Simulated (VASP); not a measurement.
# La (P6_3/mmc) in VASP: a series of runs

The runs below take La through relaxation of cell and atoms, with PBEsol.

Program: VASP 6.6.1. These are calculated values, not measurements. Logs are shortened: lines on timing, memory, paths and dates and some standing lists are left out, and cuts for length are marked.

### 1 The cell of the first run

It takes space group P6_3/mmc (No. 194, hexagonal). The conventional cell has a = 3.750 Å, b = 3.750 Å, c = 6.070 Å, α = 90.00°, β = 90.00°, γ = 120.00°. La (site symmetry -6m2) has 12 La at 3.73 to 3.75 Å within 4.9 Å.

### 2 Relaxation of cell and atoms, PBEsol

File INCAR:

```
SYSTEM = La
PREC     = Accurate       ! precision mode
ENCUT    = 600            ! plane-wave cutoff, eV
EDIFF    = 1E-6           ! SCF threshold, eV
ISMEAR   = 0              ! smearing method
SIGMA    = 0.05           ! smearing width, eV
LREAL    = .FALSE.        ! projectors in reciprocal space
LASPH    = .TRUE.         ! aspherical terms in the spheres
NELM     = 60             ! most SCF steps
ALGO     = Normal         ! electronic algorithm
ISIF     = 3              ! what is computed and relaxed
LWAVE    = .FALSE.        ! write WAVECAR
LCHARG   = .FALSE.        ! write CHGCAR
GGA      = PS             ! functional
IBRION   = 2              ! ionic algorithm
NSW      = 60             ! ionic steps
EDIFFG   = -0.03          ! ionic threshold
```

File KPOINTS:

```
Automatic mesh
0
G
  7 7 4
  0 0 0
```

File POSCAR:

```
La
1.0
    3.7500000000      0.0000000000      0.0000000000
   -1.8750000000      3.2475952642      0.0000000000
    0.0000000000      0.0000000000      6.0700000000
La
2
Direct
    0.3333333333      0.6666666667      0.2500000000
    0.6666666667      0.3333333333      0.7500000000
```

Potentials or basis: VASP PAW PBE potentials, release 64 (La).

Launch:

```console
$ cat potpaw_PBE.64/La/POTCAR > POTCAR
$ mpirun -np 1 vasp_std > vasp.out
```

OUTCAR:

```text
SYSTEM = La
   PREC = Accurate
   ENCUT = 600
   EDIFF = 1E-6
   ISMEAR = 0
   LREAL = .FALSE.
   LASPH = .TRUE.
   NELM = 60
   ISIF = 3
   GGA = PS
   IBRION = 2
   NSW = 60
   EDIFFG = -0.03

 ion  position               nearest neighbor table
   1  0.333  0.667  0.250-
   2  0.667  0.333  0.750-

  LATTYP: Found a hexagonal cell.
 ALAT       =     3.7500000000
 C/A-ratio  =     1.6186666667

  Lattice vectors:

 A1 = (   3.7500000000,   0.0000000000,   0.0000000000)
 A2 = (  -1.8750000000,   3.2475952642,   0.0000000000)
 A3 = (   0.0000000000,   0.0000000000,   6.0700000000)

Analysis of symmetry for initial positions (statically):
=====================================================================
 Subroutine PRICEL returns:
 Original cell was already a primitive cell.

 Routine SETGRP: Setting up the symmetry group for a
 hexagonal supercell.

 Subroutine GETGRP returns: Found 24 space group operations
 (whereof 12 operations were pure point group operations)
 out of a pool of 24 trial point group operations.

The static configuration has the point symmetry D_3d.
 The point group associated with its full space group is D_6h.

Analysis of symmetry for dynamics (positions and initial velocities):
=====================================================================
 Subroutine PRICEL returns:
 Original cell was already a primitive cell.

 Routine SETGRP: Setting up the symmetry group for a
 hexagonal supercell.

 Subroutine GETGRP returns: Found 24 space group operations
 (whereof 12 operations were pure point group operations)
 out of a pool of 24 trial point group operations.

The dynamic configuration has the point symmetry D_3d.
 The point group associated with its full space group is D_6h.

 Subroutine INISYM returns: Found 24 space group operations
 (whereof 12 operations are pure point group operations),
 and found     1 'primitive' translations

----------------------------------------------------------------------------------------

                                     Primitive cell

  volume of cell :      73.9234

  direct lattice vectors                    reciprocal lattice vectors
     3.750000000  0.000000000  0.000000000     0.266666667  0.153960072  0.000000000
    -1.875000000  3.247595264  0.000000000     0.000000000  0.307920144  0.000000000
     0.000000000  0.000000000  6.070000000     0.000000000  0.000000000  0.164744646

  length of vectors
     3.750000000  3.750000000  6.070000000     0.307920144  0.307920144  0.164744646

  position of ions in fractional coordinates (direct lattice)
     0.333333333  0.666666667  0.250000000
     0.666666667  0.333333333  0.750000000

  ion indices of the primitive-cell ions
   primitive index   ion index
                 1           1
                 2           2

----------------------------------------------------------------------------------------

 KPOINTS: Automatic mesh

Automatic generation of k-mesh.
 Grid dimensions read from file:
 generate k-points for:    7    7    4

 Generating k-lattice:

  Cartesian coordinates                     Fractional coordinates (reciprocal lattice)
     0.038095238  0.021994296  0.000000000     0.142857143  0.000000000  0.000000000
     0.000000000  0.043988592  0.000000000     0.000000000  0.142857143  0.000000000
     0.000000000  0.000000000  0.041186161     0.000000000  0.000000000  0.250000000

  Length of vectors
     0.043988592  0.043988592  0.041186161

  Shift w.r.t. Gamma in fractional coordinates (k-lattice)
     0.000000000  0.000000000  0.000000000

 Subroutine IBZKPT returns following result:
 ===========================================

 Found     24 irreducible k-points:

 Following reciprocal coordinates:
            Coordinates               Weight
  0.000000  0.000000  0.000000      1.000000
  0.142857  0.000000  0.000000      6.000000
  0.285714  0.000000  0.000000      6.000000
  0.428571  0.000000  0.000000      6.000000
  0.142857  0.142857  0.000000      6.000000
  0.285714  0.142857  0.000000     12.000000
[... 16 lines left out ...]
  0.428571  0.142857  0.500000      6.000000
  0.285714  0.285714  0.500000      6.000000
   k-points           NKPTS =     24   k-points in BZ     NKDIM =     24   number of bands    NBANDS=     15
   number of dos      NEDOS =    301   number of ions     NIONS =      2
   total plane-waves  NPLWV =  43200
   dimension x,y,z NGX =    30 NGY =   30 NGZ =   48
   dimension x,y,z NGXF=    60 NGYF=   60 NGZF=   96
   ions per type =               2
   NGX,Y,Z   is equivalent  to a cutoff of  13.30, 13.30, 13.15 a.u.
   NGXF,Y,Z  is equivalent  to a cutoff of  26.60, 26.60, 26.29 a.u.
 SYSTEM =  La
   PREC   = accura    normal or accurate (medium, high low for compatibility)
   ISTART =      0    job   : 0-new  1-cont  2-samecut
   ICHARG =      2    charge: 1-file 2-atom 10-const
   ISPIN  =      1    spin polarized calculation?
   LNONCOLLINEAR =      F non collinear calculations
   LSORBIT =      F    spin-orbit coupling
   LASPH  =      T    aspherical Exc in radial PAW
   ENCUT  =  600.0 eV  44.10 Ry    6.64 a.u.   7.49  7.49 12.12*2*pi/ulx,y,z
   NELM   =     60;   NELMIN=  2; NELMDL= -5     # of ELM steps
   EDIFF  = 0.1E-05   stopping-criterion for ELM
   LREAL  =      F    real-space projection
   EDIFFG = -.3E-01   stopping-criterion for IOM
   NSW    =     60    number of steps for IOM
   IBRION =      2    ionic relax: 0-MD 1-quasi-New 2-CG
   NFREE  =      1    steps in history (QN), initial steepest desc. (CG)
   ISIF   =      3    stress and relaxation
   ISYM   =      2    0-nonsym 1-usesym 2-fastsym
   POTIM  = 0.5000    time-step for ionic-motion
   TEBEG  =    0.0;   TEEND  =   0.0 temperature during run
   PSTRESS=    0.0 pullay stress
   NELECT =      22.0000    total number of electrons
   NUPDOWN=      -1.0000    fix difference up-down
   EMIN   =  10.00;   EMAX   =-10.00  energy-range for DOS
   EFERMI =   0.00;   METHOD = LEGACY
   ISMEAR =     0;   SIGMA  =   0.05  broadening in eV -4-tet -1-fermi 0-gaus
   EFERMI_NEDOS =   21; number of points for ismear=-14 and -15
   IALGO  =     38    algorithm
   IMIX   =      4    mixing-type and parameters
     AMIX     =   0.40;   BMIX     =  1.00
     AMIX_MAG =   1.60;   BMIX_MAG =  1.00
  volume/ion in A,a.u.               =      36.96       249.43
  Fermi-wavevector in a.u.,A,eV,Ry     =   1.093004  2.065478 16.254307  1.194658
  Thomas-Fermi vector in A             =   2.229281
   LORBIT       =      0    0 simple, 1 ext, 2 COOP (PROOUT), +10 PAW based schemes
   GGA     = PS    functional components
   LHFCALC =     F    Hartree Fock is set to
   AEXX    =    0.0000 exact exchange contribution
   IVDW    =     0    specifies the selected vdW correction
   LEPSILON=     F    determine dielectric tensor
   LRPA    =     F    only Hartree local field effects (RPA)
 conjugate gradient relaxation of ions
 non-spin polarized calculation
 Gauss-broadening in eV      SIGMA  =   0.05
  energy-cutoff  :      600.00
  volume of cell :       73.92
 maximum number of plane-waves:      2503
 NGX is ok and might be reduce to    30
   NGX = 15   NGY = 15   NGZ = 25

--------------------------------------- Ionic step        1  -------------------------------------------

 number of electron      21.9999997 magnetization

 Free energy of the ion-electron system (eV)
  ---------------------------------------------------
  ext. energy  EPLUGINS =         0.00000000
  ---------------------------------------------------
  free energy    TOTEN  =       -10.55659788 eV

  energy without entropy =      -10.54367674  energy(sigma->0) =      -10.55013731

------------------------ aborting loop because EDIFF is reached ----------------------------------------

  FORCE on cell =-STRESS in cart. coord.  units (eV):
  Direction    XX          YY          ZZ          XY          YZ          ZX
  --------------------------------------------------------------------------------------
  -------------------------------------------------------------------------------------
  Total       -0.8746354     -0.8746354     -0.2929697     -0.0000000      0.0000000      0.0000000
  in kB      -18.9563951    -18.9563951     -6.3496740     -0.0000000      0.0000000      0.0000000
  external PRESSURE =     -14.7541548 kB  Pullay stress =       0.0000000 kB

 VOLUME and BASIS-vectors are now :
 -----------------------------------------------------------------------------
  energy-cutoff  :      600.00
  volume of cell :       73.92
      direct lattice vectors                 reciprocal lattice vectors
     3.750000000  0.000000000  0.000000000     0.266666667  0.153960072  0.000000000
    -1.875000000  3.247595264  0.000000000     0.000000000  0.307920144  0.000000000
     0.000000000  0.000000000  6.070000000     0.000000000  0.000000000  0.164744646
[... 145 lines left out ...]
 POSITION                                       TOTAL-FORCE (eV/Angst)
 -----------------------------------------------------------------------------------
     -0.00000      2.09185      1.51847         0.000000     -0.000000      0.000000
      1.81159      1.04592      4.55542        -0.000000      0.000000      0.000000
 -----------------------------------------------------------------------------------
    total drift:                                0.000000     -0.000000      0.000000

  FREE ENERGIE OF THE ION-ELECTRON SYSTEM (eV)
  ---------------------------------------------------
  free  energy   TOTEN  =       -10.5890532354 eV

  energy  without entropy=      -10.5785766885  energy(sigma->0) =      -10.58381496

--------------------------------------- Ionic step        6  -------------------------------------------

 number of electron      21.9999999 magnetization

 Free energy of the ion-electron system (eV)
  ---------------------------------------------------
  ext. energy  EPLUGINS =         0.00000000
  ---------------------------------------------------
  free energy    TOTEN  =       -10.59108941 eV

  energy without entropy =      -10.58354283  energy(sigma->0) =      -10.58731612

 E-fermi :   8.3734     XC(G=0):  -9.9811

 val. band max:        8.3585493576   @ k =   0.2857   0.2857   0.0000
 cond. band min:       8.3849021779   @ k =   0.1429   0.1429   0.2500
 fundamental gap:      0.0263528204
 Fermi energy:         8.3733613596

 k-point     1 :       0.0000    0.0000    0.0000
  band No.  band energies     occupation
      1     -24.3256      2.00000
      2     -24.1091      2.00000
      3      -8.7378      2.00000
      4      -7.2176      2.00000
      5      -7.2176      2.00000
      6      -7.1709      2.00000
      7      -7.0480      2.00000
      8      -7.0480      2.00000
      9       5.2492      2.00000
     10       6.6307      2.00000
     11       9.3088      0.00000
     12       9.9276      0.00000
     13       9.9276      0.00000
     14      10.0766      0.00000
     15      10.0830      0.00000
[... 434 lines left out ...]
 POSITION                                       TOTAL-FORCE (eV/Angst)
 -----------------------------------------------------------------------------------
     -0.00000      2.07699      1.54160         0.000000      0.000000      0.000000
      1.79873      1.03850      4.62481        -0.000000     -0.000000      0.000000
 -----------------------------------------------------------------------------------
    total drift:                                0.000000     -0.000000      0.000000

  FREE ENERGIE OF THE ION-ELECTRON SYSTEM (eV)
  ---------------------------------------------------
  free  energy   TOTEN  =       -10.5910894103 eV

  energy  without entropy=      -10.5835428266  energy(sigma->0) =      -10.58731612

 reached required accuracy - stopping structural energy minimisation
```

Run time: 2.9 min. Hardware: 1 thread of Intel Xeon Platinum 8488C (Sapphire Rapids), shared host; peak memory 0.22 GiB.

What came out:

```
Free energy                           : -10.5911 eV
Relaxed volume                        : 34.56 Å³/atom
Relaxed cell                          : a = 3.597 Å, b = 3.597 Å, c = 6.166 Å, α = 90.00°, β = 90.00°, γ = 120.00°
Space group after relaxing (to 0.1 Å) : P6_3/mmc (No. 194)
Energy gained by relaxing             : 17.2 meV/atom
Ionic steps                           : 6
Pressure after relaxing               : 0.1 GPa
Band gap on the k mesh                : zero (bands 11 and 12 overlap by 1.44 eV)
```

The path:
```
step  energy change (eV)  largest force (eV/Å)  pressure (GPa)  volume (Å³)
   1              0.0000                0.0000           -1.48        73.92
   2             -0.0260                0.0000           -0.28        70.34
   3             -0.0283                0.0000            0.16        69.18
   4             -0.0283                0.0000            0.23        69.00
   5             -0.0325                0.0000            0.19        69.05
   6             -0.0345                0.0000            0.12        69.11
```

Final structure:
```
CELL_PARAMETERS angstrom
3.59746 0.00000 0.00000
-1.79873 3.11549 0.00000
0.00000 0.00000 6.16642
ATOMIC_POSITIONS crystal
La 0.33333 0.66667 0.25000
La 0.66667 0.33333 0.75000
```

Levels at points of the mesh, in eV from the Fermi level:
```tsv
k point	band 7	band 8	band 9	band 10	band 11	band 12	band 13	band 14	band 15
(0.00, 0.00, 0.00)	-15.42	-15.42	-3.12	-1.74	0.94	1.55	1.55	1.70	1.71
(0.00, 0.00, 0.50)	-15.51	-15.51	-1.83	-1.83	0.61	0.61	1.65	1.65	1.65
```

Caveat: the PAW data sets were made with another functional, which shifts forces and pressure a little; spin-orbit coupling is left out, which moves the levels of the heavy elements.

[end of part 1 of 2]

The gap in the log of VASP goes by the Fermi energy; the results here count the filled bands.